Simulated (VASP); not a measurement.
Set up this calculation in VASP 6.6.1, as the native input.

- Task: relaxation of cell and atoms
- Functional: PBE
- Potentials or basis: VASP PAW PBE potentials, release 64 (Sn_d, S)
- Cutoff: 600 eV
- k mesh: 4 × 4 × 4
- Occupations: gaussian, width 0.1 eV
- Spin: no spin polarisation
- Dipole correction: no
- Further INCAR settings: ALGO = Normal; EDIFF = 1e-07; IBRION = 2; EDIFFG = -0.04; NSW = 90; ISIF = 3

The structure of Sn4S lies in POSCAR:

```
Sn4S
1.0
   -3.3855300500      3.3855300500      3.3855300500
    3.3855300500     -3.3855300500      3.3855300500
    3.3855300500      3.3855300500     -3.3855300500
Sn S
4 1
Direct
    0.0000000000      0.6305807800      0.0000000000
    0.3694192200      0.3694192200      0.3694192200
    0.0000000000      0.0000000000      0.6305807800
    0.6305807800      0.0000000000      0.0000000000
    0.0000000000      0.0000000000      0.0000000000
```

These files were run (other wordings do the same):

INCAR

```
SYSTEM = Sn4S
PREC = Accurate
ENCUT = 600
EDIFF = 1E-7
ISMEAR = 0
SIGMA = 0.1
LREAL = .FALSE.
LASPH = .TRUE.
NELM = 60
ALGO = Normal
ISIF = 3
LWAVE = .FALSE.
LCHARG = .FALSE.
GGA = PE
IBRION = 2
NSW = 90
EDIFFG = -0.04
```

KPOINTS

```
regular mesh
0
G
  4 4 4
  0 0 0
```

Potentials or basis: VASP PAW PBE potentials, release 64 (Sn_d, S).

Run with:

```console
$ cat potpaw_PBE.64/Sn_d/POTCAR potpaw_PBE.64/S/POTCAR > POTCAR
$ mpirun -np 1 vasp_std > vasp.out
```

It gave:

```json
{"Relaxed volume": "29.39 Å³/atom", "Relaxed cell": "a = 5.758 Å, b = 5.758 Å, c = 5.758 Å, α = 109.47°, β = 109.47°, γ = 109.47°", "Space group after relaxing (to 0.05 Å)": "Im-3m (No. 229)", "Energy gained by relaxing": "1120.5 meV/atom", "Ionic steps": "11", "Pressure after relaxing": "0.0 GPa", "Largest force after relaxing": "0.018 eV/Å", "Band gap on the k mesh": "zero (band 31 reaches 6.97 eV, above the bottom of band 32 at 5.60 eV)"}
```

Caveat: spin-orbit coupling is left out, which moves the levels of the heavy elements.

Wall time 11 min on 1 thread of Intel Xeon 6975P-C, with other jobs on the host, peak memory 0.36 GiB.
